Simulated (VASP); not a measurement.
Set up this calculation in VASP 6.6.1, as the native input.

| Quantity | Value |
| --- | --- |
| Task | relaxation of cell and atoms |
| Functional | PBEsol |
| Potentials or basis | VASP PAW PBE potentials, release 64 (Bi_d, Te) |
| Cutoff | 600 eV |
| k mesh | 9 × 9 × 9 |
| Occupations | fermi-dirac, width 0.1 eV |
| Spin | no spin polarisation |
| Dipole correction | no |
| Further INCAR settings | ALGO = Normal; EDIFF = 1e-07; IBRION = 2; EDIFFG = -0.01; NSW = 80; ISIF = 3 |

The structure of BiTe lies in POSCAR:

```
BiTe
1.0
    0.0000000000      3.2350000000      3.2350000000
    3.2350000000      0.0000000000      3.2350000000
    3.2350000000      3.2350000000      0.0000000000
Bi Te
1 1
Direct
    0.0000000000      0.0000000000      0.0000000000
    0.5000000000      0.5000000000      0.5000000000
```

These files were run (other wordings do the same):

INCAR

```
SYSTEM = BiTe
ALGO = Normal
EDIFF = 1E-7
EDIFFG = -0.01
ENCUT = 600
GGA = PS
IBRION = 2
ISIF = 3
ISMEAR = -1
LASPH = .True.
LCHARG = .False.
LREAL = .False.
LWAVE = .False.
NELM = 60
NSW = 80
PREC = Accurate
SIGMA = 0.1
```

KPOINTS

```
k-points
0
Gamma
  9 9 9
  0 0 0
```

Potentials or basis: VASP PAW PBE potentials, release 64 (Bi_d, Te).

The run is started by

```sh
$ cat potpaw_PBE.64/Bi_d/POTCAR potpaw_PBE.64/Te/POTCAR > POTCAR
$ mpirun -np 1 vasp_std > vasp.out
```

Results of the run:

```yaml
Relaxed_volume: 32.75 Å³/atom
Relaxed_cell: a = 4.525 Å, b = 4.525 Å, c = 4.525 Å, α = 60.00°, β = 60.00°, γ = 60.00°
Space_group_after_relaxing_to_0.1_Å: Fm-3m (No. 225)
Energy_gained_by_relaxing: 5.9 meV/atom
Ionic_steps: 3
Pressure_after_relaxing: 0.0 GPa
Band_gap_on_the_k_mesh: zero (an odd number of electrons rules out a gap without spin polarisation)
```

Caveat: the PAW data sets were made with another functional, which shifts forces and pressure a little; spin-orbit coupling is left out, which moves the levels of the heavy elements.

Wall time 3.2 min on 1 thread of Intel Xeon 8259CL, with other jobs on the host, peak memory 0.27 GiB.
